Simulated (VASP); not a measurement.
# S3N2O2: single point with PBEsol

Crystal: S3N2O2.

```
N O S
1.0
    -6.76766    0.00000    0.00000
    -0.99599   -2.25589    8.11173
    -0.99599    2.25589    8.11173
N O S
4 4 6
Direct
  0.87900 0.21600 0.11000
  0.62100 0.89000 0.78400
  0.12100 0.78400 0.89000
  0.37900 0.11000 0.21600
  0.81290 0.69230 0.44310
  0.68710 0.55690 0.30770
  0.18710 0.30770 0.55690
  0.31290 0.44310 0.69230
  0.75000 0.87190 0.12810
  0.25000 0.12810 0.87190
  0.86780 0.88020 0.42640
  0.63220 0.57360 0.11980
  0.13220 0.11980 0.57360
  0.36780 0.42640 0.88020
```

```
Program             : VASP 6.6.1
Task                : single point
Functional          : PBEsol
Potentials or basis : VASP PAW PBE potentials, release 64 (N, O, S)
Cutoff              : 520 eV
k mesh              : 4 × 5 × 5
Occupations         : gaussian, width 0.261 eV
Spin                : no spin polarisation
```

```json
{"Pressure": "3.4 GPa", "Largest force": "3.646 eV/Å", "Band gap on the k mesh": "1.24 eV (least direct gap 1.35 eV)"}
```

Forces in eV/Å, atoms in the order of the input:
```
N    0.118  1.116 -0.016
N   -0.118  1.116  0.016
N   -0.118 -1.116  0.016
N    0.118 -1.116 -0.016
O    1.122  1.535 -2.758
O   -1.122  1.535  2.758
O   -1.122 -1.535  2.758
O    1.122 -1.535 -2.758
S    0.000 -1.136  0.000
S    0.000  1.136  0.000
S   -1.057 -2.092  2.793
S    1.057 -2.092 -2.793
S    1.057  2.092 -2.793
S   -1.057  2.092  2.793
```

Stress tensor (GPa, compression positive):
```
 1.69  0.00 -3.25
 0.00 -0.47  0.00
-3.25  0.00  8.99
```

Levels at points of the mesh, in eV from the valence-band top:
| k point | band 36 | band 37 | band 38 | band 39 | band 40 | band 41 | band 42 | band 43 | band 44 | band 45 |
| --- | --- | --- | --- | --- | --- | --- | --- | --- | --- | --- |
| (0.00, 0.00, 0.00) | -1.30 | -1.20 | -1.18 | -0.96 | 0.00 | 2.00 | 2.16 | 2.18 | 2.26 | 2.75 |
| (0.50, 0.00, 0.00) | -1.32 | -1.23 | -1.23 | -0.64 | -0.64 | 2.07 | 2.07 | 2.31 | 2.31 | 2.79 |

Run time: 15 min on 1 thread of AMD EPYC 7R43 64-Core Processor (Zen 3), with other jobs on the host, peak memory 0.62 GiB.

Caveat: the cell stands under pressure; this functional lacks dispersion, which holds the molecules together, so the pressure and a relaxed volume are unreliable; the PAW data sets were made with another functional, which shifts forces and pressure a little; an odd mesh through Γ misses points on the zone boundary, where band edges can lie. Expect the measured gap to be larger: semilocal functionals such as PBEsol lack the derivative discontinuity.
